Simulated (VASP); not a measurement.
Set up this calculation in VASP 6.6.1, as the native input.

| Item | Value |
| --- | --- |
| Task | relaxation of cell and atoms |
| Functional | PBE |
| Potentials or basis | VASP PAW PBE potentials, release 64 (Ag, Cl) |
| Cutoff | 600 eV |
| k mesh | 8 × 8 × 8 |
| Occupations | gaussian, width 0.02 eV |
| Spin | no spin polarisation |
| Dipole correction | no |
| Further INCAR settings | ALGO = Normal; EDIFF = 1e-06; IBRION = 2; EDIFFG = -0.01; NSW = 100; ISIF = 3 |

The structure of AgCl lies in POSCAR:

```
AgCl
1.0
   -2.2333800423      2.2333800423      2.7493374078
    2.2333800423     -2.2333800423      2.7493374078
    2.2333800423      2.2333800423     -2.7493374078
Ag Cl
1 1
Direct
    0.0000000000      0.0000000000      0.0000000000
    0.2500000000      0.7500000000      0.5000000000
```

These files were run (other wordings do the same):

INCAR

```
SYSTEM = AgCl
ALGO = Normal
EDIFF = 1E-6
EDIFFG = -0.01
ENCUT = 600
GGA = PE
IBRION = 2
ISIF = 3
ISMEAR = 0
LASPH = .True.
LCHARG = .False.
LREAL = .False.
LWAVE = .False.
NELM = 60
NSW = 100
PREC = Accurate
SIGMA = 0.02
```

KPOINTS

```
k-points
0
Gamma
  8 8 8
  0 0 0
```

Potentials or basis: VASP PAW PBE potentials, release 64 (Ag, Cl).

Launch:

```bash
$ cat potpaw_PBE.64/Ag/POTCAR potpaw_PBE.64/Cl/POTCAR > POTCAR
$ mpirun -np 1 vasp_std > vasp.out
```

It gave:

```json
{
  "Relaxed volume": "27.71 Å³/atom",
  "Relaxed cell": "a = 4.284 Å, b = 4.284 Å, c = 4.284 Å, α = 120.23°, β = 120.23°, γ = 89.60°",
  "Space group after relaxing (to 0.05 Å)": "F-43m (No. 216)",
  "Energy gained by relaxing": "3.0 meV/atom",
  "Ionic steps": "8",
  "Pressure after relaxing": "0.0 GPa",
  "Band gap on the k mesh": "1.29 eV, direct"
}
```

Run time: 3.6 min on 1 thread of Intel(R) Xeon(R) Platinum 8259CL CPU @ 2.50GHz (Skylake/Cascade Lake), on a shared host, peak memory 0.25 GiB.
